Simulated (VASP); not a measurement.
A run of VASP 6.6.1 is set up as follows.

INCAR

```
PREC = Accurate
ENCUT = 600
EDIFF = 1E-7
ISMEAR = 0
SIGMA = 0.1
LREAL = F
LASPH = T
NELM = 100
ALGO = Normal
ISIF = 3
LWAVE = F
LCHARG = F
GGA = PS
IBRION = 2
NSW = 100
EDIFFG = -0.005
```

KPOINTS

```
Automatic mesh
0
Gamma
  12 12 10
```

The input POSCAR:

```
As
1.0
    1.8653246036     -5.4397520256      0.0000000000
    1.8653246036      5.4397520256      0.0000000000
    0.0000000000      0.0000000000      4.2765938264
As
4
Direct
    0.1119999260      0.8880000740      0.9447394847
    0.6119999260      0.3880000740      0.5552605153
    0.8880000740      0.1119999260      0.0552605153
    0.3880000740      0.6119999260      0.4447394847
```

Potentials or basis: VASP PAW PBE potentials, release 64 (As).

Command:

```bash
$ cat potpaw_PBE.64/As/POTCAR > POTCAR
$ mpirun -np 1 vasp_std > vasp.out
```

Task: Estimate the relaxed volume.

Result: 21.78 Å³/atom.

Task: What does it give for the band gap on the k mesh?

Result: Zero (bands 10 and 11 overlap by 0.44 eV).

Task: Estimate the space group after relaxing (to 0.1 Å).

Result: Cmce (No. 64).

Step by step:
| step | energy change (eV) | largest force (eV/Å) | pressure (GPa) | volume (Å³) |
| --- | --- | --- | --- | --- |
| 1 | 0.0000 | 0.0610 | 0.43 | 86.79 |
| 2 | -0.0003 | 0.0435 | -0.36 | 87.52 |
| 3 | -0.0008 | 0.0027 | -0.01 | 87.20 |
| 4 | -0.0008 | 0.0017 | -0.02 | 87.20 |
| 5 | -0.0008 | 0.0075 | -0.01 | 87.18 |
| 6 | -0.0008 | 0.0099 | 0.00 | 87.18 |
| 7 | -0.0008 | 0.0071 | 0.00 | 87.16 |
| 8 | -0.0008 | 0.0013 | 0.02 | 87.12 |

Caveat: the PAW data sets were made with another functional, which shifts forces and pressure a little. Zero-point motion and thermal expansion aren't in these numbers.
